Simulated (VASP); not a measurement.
Runs of VASP 6.6.1 on KI. The structure is that of space group Fm-3m (No. 225), or close to it. The cells are those of the table. 

| task | spin | cell | k mesh | cutoff (eV) | smearing | gap on the mesh (eV) | pressure (GPa) | moment (μB) |
| --- | --- | --- | --- | --- | --- | --- | --- | --- |
| single point | non-collinear, zero start, SOC | a = 4.928 Å, angles 60.0°, 2 atoms | 6 × 6 × 6 | 520 | gaussian 0.01 eV | - | (a) | 0.00 |
| relaxation of cell and atoms | off | relaxed from a = 4.996 Å, angles 60.0°, 2 atoms | 8 × 8 × 8 | 600 | fermi-dirac 0.1 eV | 3.86 | 0.0 | - |
| single point | off | a = 4.953 Å, angles 60.0°, 2 atoms | 8 × 8 × 8 | 520 | fermi-dirac 0.1 eV | 3.87 | 0.1 | - |
| single point | non-collinear, zero start, SOC | a = 4.953 Å, angles 60.0°, 2 atoms | 6 × 6 × 6 | 520 | gaussian 0.01 eV | - | 0.1 | 0.00 |
| single point | non-collinear, zero start, SOC | a = 4.941, b = 4.941, c = 4.953 Å, angles 59.9, 59.9, 60.2°, 2 atoms | 6 × 6 × 6 | 520 | gaussian 0.01 eV | - | 0.1 | 0.00 |
| single point | off | a = 4.953 Å, angles 60.0°, 2 atoms | 6 × 6 × 6 | 520 | gaussian 0.01 eV | 3.87 | 0.1 | - |
| single point | non-collinear, zero start, SOC | a = 4.978 Å, angles 60.0°, 2 atoms | 6 × 6 × 6 | 520 | gaussian 0.01 eV | - | -0.1 | 0.00 |

Alike in all rows: level PBEsol; potentials or basis VASP PAW PBE potentials, release 64 (K_sv, I).

Fill in the values left out.

(a) 0.3.

Caveats: the PAW data sets were made with another functional, which shifts forces and pressure a little; spin-orbit coupling is left out, which moves the levels of the heavy elements (some runs).

A k mesh can miss the band edges, and rows without SOC leave out spin-orbit coupling on I.
